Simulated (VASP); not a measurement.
Here is a VASP 6.6.1 calculation.

File INCAR:

```
PREC = Accurate ; ENCUT = 520
EDIFF = 1E-6 ; ISMEAR = 0
SIGMA = 0.1 ; LREAL = F
LASPH = T ; NELM = 100
ALGO = Normal ; ISIF = 2
LWAVE = F ; LCHARG = F
GGA = PE ; NBANDS = 26
```

The input KPOINTS:

```
regular mesh
0
Gamma
  4 4 4
```

File POSCAR:

```
BP
1.0
    5.1576934300      0.0000000000      0.0000000000
    0.0000000000      5.1576934300      0.0000000000
    0.0000000000      0.0000000000      5.1576934300
B P
4 4
Direct
    0.8750000000      0.8750000000      0.8750000000
    0.6250000000      0.1250000000      0.3750000000
    0.1250000000      0.3750000000      0.6250000000
    0.3750000000      0.6250000000      0.1250000000
    0.3750000000      0.3750000000      0.3750000000
    0.1250000000      0.6250000000      0.8750000000
    0.6250000000      0.8750000000      0.1250000000
    0.8750000000      0.1250000000      0.6250000000
```

Potentials or basis: VASP PAW PBE potentials, release 64 (B, P).

Run with:

```bash
$ cat potpaw_PBE.64/B/POTCAR potpaw_PBE.64/P/POTCAR > POTCAR
$ mpirun -np 1 vasp_std > vasp.out
```

**Question.** Estimate the band gap on the k mesh.

**Answer.** Zero (band 16 reaches 4.23 eV, above the bottom of band 17 at 2.93 eV).

**Question.** Predict the pressure.

**Answer.** 9.5 GPa.
